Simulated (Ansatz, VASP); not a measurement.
## SiC: VASP beside Ansatz

File INCAR:

```
SYSTEM = SiC
PREC     = Accurate       ! precision mode
ENCUT    = 520            ! plane-wave cutoff, eV
EDIFF    = 1E-7           ! SCF threshold, eV
ISMEAR   = 0              ! smearing method
SIGMA    = 0.05           ! smearing width, eV
LREAL    = .FALSE.        ! projectors in reciprocal space
LASPH    = .TRUE.         ! aspherical terms in the spheres
NELM     = 60             ! most SCF steps
ALGO     = Normal         ! electronic algorithm
ISIF     = 2              ! what is computed and relaxed
LWAVE    = .FALSE.        ! write WAVECAR
LCHARG   = .FALSE.        ! write CHGCAR
GGA      = PE             ! functional
NBANDS   = 11             ! bands
```

File KPOINTS:

```
Automatic mesh
0
G
  18 18 18
  0 0 0
```

Contents of POSCAR:

```
SiC
1.0
    0.0000000000      1.9627148825      1.9627148825
    1.9627148825      0.0000000000      1.9627148825
    1.9627148825      1.9627148825      0.0000000000
Si C
1 1
Direct
    0.0000000000      0.0000000000      0.0000000000
    0.2500000000      0.2500000000      0.2500000000
```

Input for Ansatz:

```yaml
crystal:
  lattice:
    - [0.0, 1.9627148825, 1.9627148825]
    - [1.9627148825, 0.0, 1.9627148825]
    - [1.9627148825, 1.9627148825, 0.0]
  atoms:
    - { symbol: Si, position: [0.0, 0.0, 0.0] }
    - { symbol: C, position: [0.25, 0.25, 0.25] }
basis:
  ecutwfc: 420
  ecutrho_ratio: 4
kpoints:
  mp_grid: { grid: [18, 18, 18] }
hamiltonian:
  xc: pbe
scf:
  occupations: { method: gaussian, width: 0.05 }
output:
  forces: true
  stress: true
  eigenvalues: true
```

Alike in both runs: task single point; functional PBE; k mesh 18 × 18 × 18; occupations gaussian, width 0.05 eV; no spin polarisation.

|  | VASP | Ansatz |
| --- | --- | --- |
| version | VASP 6.6.1 | Ansatz 0.2.0 |
| potentials or method | VASP PAW PBE potentials, release 64 (Si, C), cutoff 520 eV | scalar-relativistic, plane waves, PAW |
| valence electrons in the cell | 8 | 8 |

|  | VASP | Ansatz | Ansatz less VASP |
| --- | --- | --- | --- |
| gap on the k mesh at the Fermi level (eV) | 1.00 | 1.00 | +0.006 |
| least direct gap on the mesh (eV) | 4.77 | 4.79 | +0.019 |
